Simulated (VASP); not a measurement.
# SiNi3 (Pm-3m) in VASP: notebook

Runs on SiNi3. Level: PBEsol. Tasks: single point.

Program: VASP 6.6.1. These are calculated values, not measurements. Logs are shortened: lines on timing, memory, paths and dates and some standing lists are left out, and cuts for length are marked.

## Step 1: The cell of the first run

It takes space group Pm-3m (No. 221, cubic). Conventional cell: a = 3.461 Å, b = 3.461 Å, c = 3.461 Å, α = 90.00°, β = 90.00°, γ = 90.00°. Si (site symmetry m-3m) has 12 Ni at 2.45 Å within 3.2 Å. Within 3.2 Å of Ni (site symmetry 4/mmm) lie 4 Si at 2.45 Å and 8 Ni at 2.45 Å.

## Step 2: Single point, PBEsol

The input, INCAR:

```
PREC     = Accurate       # precision mode
ENCUT    = 520            # plane-wave cutoff, eV
EDIFF    = 1E-7           # SCF threshold, eV
ISMEAR   = 0              # smearing method
SIGMA    = 0.15           # smearing width, eV
LREAL    = False          # projectors in reciprocal space
LASPH    = True           # aspherical terms in the spheres
NELM     = 60             # most SCF steps
ALGO     = Normal         # electronic algorithm
ISIF     = 2              # what is computed and relaxed
LWAVE    = False          # write WAVECAR
LCHARG   = True           # write CHGCAR
GGA      = PS             # functional
LELF     = True           # ELF
LVHAR    = True         
NBANDS   = 25             # bands
```

The input, KPOINTS:

```
regular mesh
0
Gamma
  14 14 14
```

The input, POSCAR:

```
SiNi3
1.0
    3.4612457600      0.0000000000      0.0000000000
    0.0000000000      3.4612457600      0.0000000000
    0.0000000000      0.0000000000      3.4612457600
Si Ni
1 3
Direct
    0.0000000000      0.0000000000      0.0000000000
    0.0000000000      0.5000000000      0.5000000000
    0.5000000000      0.0000000000      0.5000000000
    0.5000000000      0.5000000000      0.0000000000
```

Potentials or basis: VASP PAW PBE potentials, release 64 (Si, Ni).

The run is started by

```console
$ cat potpaw_PBE.64/Si/POTCAR potpaw_PBE.64/Ni/POTCAR > POTCAR
$ mpirun -np 1 vasp_std > vasp.out
```

OUTCAR:

```text
PREC = Accurate
   ENCUT = 520
   EDIFF = 1E-7
   ISMEAR = 0
   LREAL = False
   LASPH = True
   NELM = 60
   ISIF = 2
   GGA = PS

 ion  position               nearest neighbor table
   1  0.000  0.000  0.000-   2 2.45   3 2.45   4 2.45   2 2.45   3 2.45   2 2.45   4 2.45   2 2.45
                             3 2.45   4 2.45   3 2.45   4 2.45
   2  0.000  0.500  0.500-   1 2.45   3 2.45   4 2.45   1 2.45   4 2.45   1 2.45   3 2.45   1 2.45
                             3 2.45   4 2.45   4 2.45   3 2.45
   3  0.500  0.000  0.500-   1 2.45   2 2.45   4 2.45   1 2.45   4 2.45   2 2.45   4 2.45   4 2.45
                             1 2.45   2 2.45   1 2.45   2 2.45
   4  0.500  0.500  0.000-   1 2.45   2 2.45   3 2.45   2 2.45   3 2.45   1 2.45   3 2.45   3 2.45
                             1 2.45   2 2.45   2 2.45   1 2.45

  LATTYP: Found a simple cubic cell.
 ALAT       =     3.4612457600

  Lattice vectors:

 A1 = (   3.4612457600,   0.0000000000,   0.0000000000)
 A2 = (   0.0000000000,   3.4612457600,   0.0000000000)
 A3 = (   0.0000000000,   0.0000000000,   3.4612457600)

Analysis of symmetry for initial positions (statically):
=====================================================================
 Subroutine PRICEL returns:
 Original cell was already a primitive cell.

 Routine SETGRP: Setting up the symmetry group for a
 simple cubic supercell.

 Subroutine GETGRP returns: Found 48 space group operations
 (whereof 48 operations were pure point group operations)
 out of a pool of 48 trial point group operations.

The static configuration has the point symmetry O_h .

Analysis of symmetry for dynamics (positions and initial velocities):
=====================================================================
 Subroutine PRICEL returns:
 Original cell was already a primitive cell.

 Routine SETGRP: Setting up the symmetry group for a
 simple cubic supercell.

 Subroutine GETGRP returns: Found 48 space group operations
 (whereof 48 operations were pure point group operations)
 out of a pool of 48 trial point group operations.

The dynamic configuration has the point symmetry O_h .

 Subroutine INISYM returns: Found 48 space group operations
 (whereof 48 operations are pure point group operations),
 and found     1 'primitive' translations

----------------------------------------------------------------------------------------

                                     Primitive cell
[... 89 lines left out ...]
   ISPIN  =      1    spin polarized calculation?
   LNONCOLLINEAR =      F non collinear calculations
   LSORBIT =      F    spin-orbit coupling
   LASPH  =      T    aspherical Exc in radial PAW
   ENCUT  =  520.0 eV  38.22 Ry    6.18 a.u.   6.44  6.44  6.44*2*pi/ulx,y,z
   NELM   =     60;   NELMIN=  2; NELMDL= -5     # of ELM steps
   EDIFF  = 0.1E-06   stopping-criterion for ELM
   LREAL  =      F    real-space projection
   EDIFFG = 0.1E-05   stopping-criterion for IOM
   NSW    =      0    number of steps for IOM
   IBRION =     -1    ionic relax: 0-MD 1-quasi-New 2-CG
   NFREE  =      0    steps in history (QN), initial steepest desc. (CG)
   ISIF   =      2    stress and relaxation
   ISYM   =      2    0-nonsym 1-usesym 2-fastsym
   POTIM  = 0.5000    time-step for ionic-motion
   TEBEG  =    0.0;   TEEND  =   0.0 temperature during run
   PSTRESS=    0.0 pullay stress
   NELECT =      34.0000    total number of electrons
   NUPDOWN=      -1.0000    fix difference up-down
   EMIN   =  10.00;   EMAX   =-10.00  energy-range for DOS
   EFERMI =   0.00;   METHOD = LEGACY
   ISMEAR =     0;   SIGMA  =   0.15  broadening in eV -4-tet -1-fermi 0-gaus
   EFERMI_NEDOS =   21; number of points for ismear=-14 and -15
   IALGO  =     38    algorithm
   IMIX   =      4    mixing-type and parameters
     AMIX     =   0.40;   BMIX     =  1.00
     AMIX_MAG =   1.60;   BMIX_MAG =  1.00
  volume/ion in A,a.u.               =      10.37        69.96
  Fermi-wavevector in a.u.,A,eV,Ry     =   1.532270  2.895571 31.944467  2.347852
  Thomas-Fermi vector in A             =   2.639499
   LORBIT       =      0    0 simple, 1 ext, 2 COOP (PROOUT), +10 PAW based schemes
   GGA     = PS    functional components
   LHFCALC =     F    Hartree Fock is set to
   AEXX    =    0.0000 exact exchange contribution
   IVDW    =     0    specifies the selected vdW correction
   LEPSILON=     F    determine dielectric tensor
   LRPA    =     F    only Hartree local field effects (RPA)
 non-spin polarized calculation
 Gauss-broadening in eV      SIGMA  =   0.15
  energy-cutoff  :      520.00
  volume of cell :       41.47
 maximum number of plane-waves:      1141
 NGX is ok and might be reduce to    28

 number of electron      33.9999971 magnetization

 Free energy of the ion-electron system (eV)
  ---------------------------------------------------
  ext. energy  EPLUGINS =         0.00000000
  ---------------------------------------------------
  free energy    TOTEN  =       -26.30307509 eV

  energy without entropy =      -26.28244552  energy(sigma->0) =      -26.29276030

 E-fermi :  11.1086     XC(G=0): -13.4549

 val. band max:       11.1037398501   @ k =   0.4286   0.4286   0.3571
 cond. band min:      11.1264222962   @ k =   0.0000   0.0000   0.0000
 fundamental gap:      0.0226824461
 Fermi energy:        11.1085952425

 k-point     1 :       0.0000    0.0000    0.0000
  band No.  band energies     occupation
      1      -1.1436      2.00000
      2       5.9599      2.00000
      3       6.7892      2.00000
      4       6.7892      2.00000
      5       7.3347      2.00000
      6       7.3347      2.00000
[... 661 lines left out ...]
     24      20.7851      0.00000
     25      21.6121      0.00000

 [... further k-points ...]
[... 5 lines left out ...]
  --------------------------------------------------------------------------------------
  -------------------------------------------------------------------------------------
  Total        0.0239761      0.0239761      0.0239761     -0.0000000     -0.0000000     -0.0000000
  in kB        0.9263840      0.9263840      0.9263840     -0.0000000     -0.0000000     -0.0000000
  external PRESSURE =       0.9263840 kB  Pullay stress =       0.0000000 kB

 VOLUME and BASIS-vectors are now :
 -----------------------------------------------------------------------------
  energy-cutoff  :      520.00
  volume of cell :       41.47
      direct lattice vectors                 reciprocal lattice vectors
     3.461245760  0.000000000  0.000000000     0.288913319  0.000000000  0.000000000
     0.000000000  3.461245760  0.000000000     0.000000000  0.288913319  0.000000000
     0.000000000  0.000000000  3.461245760     0.000000000  0.000000000  0.288913319

 POSITION                                       TOTAL-FORCE (eV/Angst)
 -----------------------------------------------------------------------------------
      0.00000      0.00000      0.00000         0.000000      0.000000      0.000000
      0.00000      1.73062      1.73062         0.000000      0.000000      0.000000
      1.73062      0.00000      1.73062         0.000000      0.000000      0.000000
      1.73062      1.73062      0.00000         0.000000      0.000000      0.000000
 -----------------------------------------------------------------------------------
    total drift:                                0.000000      0.000000      0.000000

  FREE ENERGIE OF THE ION-ELECTRON SYSTEM (eV)
  ---------------------------------------------------
  free  energy   TOTEN  =       -26.3030750883 eV

  energy  without entropy=      -26.2824455160  energy(sigma->0) =      -26.29276030
```

stdout:

```text
POSCAR found type information on POSCAR SiNi
 POSCAR found :  2 types and       4 ions
 scaLAPACK will be used
 -----------------------------------------------------------------------------
|                                                                             |
|                                                                             |
|     You enforced a specific xc type in the INCAR file but a different       |
|     I HOPE YOU KNOW WHAT YOU ARE DOING!                                     |
|                                                                             |
 -----------------------------------------------------------------------------

 LDA part: xc-table for (Slater+PW92), standard interpolation
 POSCAR, INCAR and KPOINTS ok, starting setup
 FFT: planning ... GRIDC
 FFT: planning ... GRID_SOFT
 FFT: planning ... GRID
 WAVECAR not read
 entering main loop
```

Run time: 58 s. Hardware: 1 thread of AMD EPYC 9R45 (Zen 5), shared host; peak memory 0.2 GiB.

What came out:

```yaml
Free_energy: -26.3031 eV
Pressure: 0.1 GPa
Band_gap_on_the_k_mesh: zero (bands 17 and 18 overlap by 0.25 eV)
```

Levels at points of the mesh, in eV from the Fermi level:
| k point | band 13 | band 14 | band 15 | band 16 | band 17 | band 18 | band 19 | band 20 | band 21 | band 22 |
| --- | --- | --- | --- | --- | --- | --- | --- | --- | --- | --- |
| (0.00, 0.00, 0.00) | -0.94 | -0.66 | -0.66 | -0.32 | 0.02 | 0.02 | 0.02 | 5.19 | 6.49 | 6.49 |
| (0.50, 0.00, 0.00) | -1.41 | -1.37 | -1.22 | -0.59 | 0.02 | 3.76 | 3.76 | 5.32 | 5.32 | 5.47 |
| (0.50, 0.50, 0.00) | -1.53 | -1.52 | -1.19 | -1.09 | -1.02 | 0.68 | 0.68 | 5.85 | 6.51 | 7.79 |
| (0.50, 0.50, 0.50) | -1.53 | -1.33 | -1.33 | -0.53 | -0.23 | -0.23 | -0.23 | 1.39 | 4.16 | 4.16 |

Caveat: the PAW data sets were made with another functional, which shifts forces and pressure a little. Spin polarisation is off, so any magnetic state and its effect on volume and gap are missing.

## Step 3: Single point, PBEsol

This run uses another cell than the first one: it holds 8 atoms, not 4.

The input, INCAR:

```
SYSTEM = SiNi3
ALGO = Fast ; EDIFF = 1E-6
ENCUT = 520 ; GGA = PS
ISIF = 2 ; ISMEAR = 0
LASPH = .True. ; LCHARG = .False.
LREAL = .False. ; LWAVE = .False.
NBANDS = 44 ; NELM = 80
PREC = Accurate ; SIGMA = 0.15
```

The input, KPOINTS:

```
k-points
0
Gamma
  14 14 8
  0 0 0
```

The input, POSCAR:

```
SiNi3
1.0
    3.4612457600      0.0000000000      0.0000000000
    0.0000000000      3.4612457600      0.0000000000
    0.0000000000      0.0000000000      6.9224915201
Si Ni
2 6
Direct
    0.0000000000      0.0000000000      0.5000000000
    0.0000000000      0.0000000000      0.0000000000
    0.0000000000      0.5000000000      0.2500000000
    0.0000000000      0.5000000000      0.7500000000
    0.5000000000      0.0000000000      0.2500000000
    0.5000000000      0.0000000000      0.7500000000
    0.5000000000      0.5000000000      0.0000000000
    0.5000000000      0.5000000000      0.5000000000
```

Potentials or basis: VASP PAW PBE potentials, release 64 (Si, Ni).

The run is started by

```console
$ cat potpaw_PBE.64/Si/POTCAR potpaw_PBE.64/Ni/POTCAR > POTCAR
$ mpirun -np 1 vasp_std > vasp.out
```

OUTCAR:

```text
SYSTEM = SiNi3
   EDIFF = 1E-6
   ENCUT = 520
   GGA = PS
   ISIF = 2
   ISMEAR = 0
   LASPH = .True.
   LREAL = .False.
   NELM = 80
   PREC = Accurate

 ion  position               nearest neighbor table
   1  0.000  0.000  0.500-   8 2.45   8 2.45   8 2.45   8 2.45   3 2.45   3 2.45   4 2.45   4 2.45
                             5 2.45   6 2.45   5 2.45   6 2.45
   2  0.000  0.000  0.000-   7 2.45   7 2.45   7 2.45   7 2.45   3 2.45   3 2.45   4 2.45   4 2.45
                             5 2.45   6 2.45   5 2.45   6 2.45
   3  0.000  0.500  0.250-   5 2.45   5 2.45   5 2.45   5 2.45   8 2.45   1 2.45   2 2.45   2 2.45
                             1 2.45   7 2.45   8 2.45   7 2.45
[... 1365 lines left out ...]
  in kB       -0.3539753     -0.3539753     -0.3483950      0.0000000      0.0000000      0.0000000
  external PRESSURE =      -0.3521152 kB  Pullay stress =       0.0000000 kB

 VOLUME and BASIS-vectors are now :
 -----------------------------------------------------------------------------
  energy-cutoff  :      520.00
  volume of cell :       82.93
      direct lattice vectors                 reciprocal lattice vectors
     3.461245760  0.000000000  0.000000000     0.288913319  0.000000000  0.000000000
     0.000000000  3.461245760  0.000000000     0.000000000  0.288913319  0.000000000
     0.000000000  0.000000000  6.922491520     0.000000000  0.000000000  0.144456659

 POSITION                                       TOTAL-FORCE (eV/Angst)
 -----------------------------------------------------------------------------------
      0.00000      0.00000      3.46125        -0.000000     -0.000000      0.000000
      0.00000      0.00000      0.00000        -0.000000     -0.000000     -0.000000
      0.00000      1.73062      1.73062        -0.000000      0.000000     -0.000000
      0.00000      1.73062      5.19187        -0.000000      0.000000      0.000000
      1.73062      0.00000      1.73062         0.000000     -0.000000     -0.000000
      1.73062      0.00000      5.19187         0.000000     -0.000000      0.000000
      1.73062      1.73062      0.00000        -0.000000     -0.000000      0.000000
      1.73062      1.73062      3.46125        -0.000000     -0.000000      0.000000
 -----------------------------------------------------------------------------------
    total drift:                                0.000000      0.000000      0.000000

  FREE ENERGIE OF THE ION-ELECTRON SYSTEM (eV)
  ---------------------------------------------------
  free  energy   TOTEN  =       -52.6063484693 eV

  energy  without entropy=      -52.5649555011  energy(sigma->0) =      -52.58565199
```

stdout:

```text
POSCAR found type information on POSCAR SiNi
 POSCAR found :  2 types and       8 ions
 scaLAPACK will be used
 -----------------------------------------------------------------------------
|                                                                             |
|                                                                             |
|     You enforced a specific xc type in the INCAR file but a different       |
|     I HOPE YOU KNOW WHAT YOU ARE DOING!                                     |
|                                                                             |
 -----------------------------------------------------------------------------

 LDA part: xc-table for (Slater+PW92), standard interpolation
 POSCAR, INCAR and KPOINTS ok, starting setup
 FFT: planning ... GRIDC
 FFT: planning ... GRID_SOFT
 FFT: planning ... GRID
 WAVECAR not read
 entering main loop
```

It took 7 min on 1 thread of AMD EPYC 9R45 (Zen 5), shared host; peak memory 0.52 GiB.

Results:

```yaml
Free_energy: -52.6063 eV
Pressure: 0.0 GPa
Band_gap_on_the_k_mesh: zero (bands 34 and 35 overlap by 0.25 eV)
```

Caveat: the PAW data sets were made with another functional, which shifts forces and pressure a little. Spin polarisation is off, so any magnetic state and its effect on volume and gap are missing.

(Continued in part 2 of 2.)
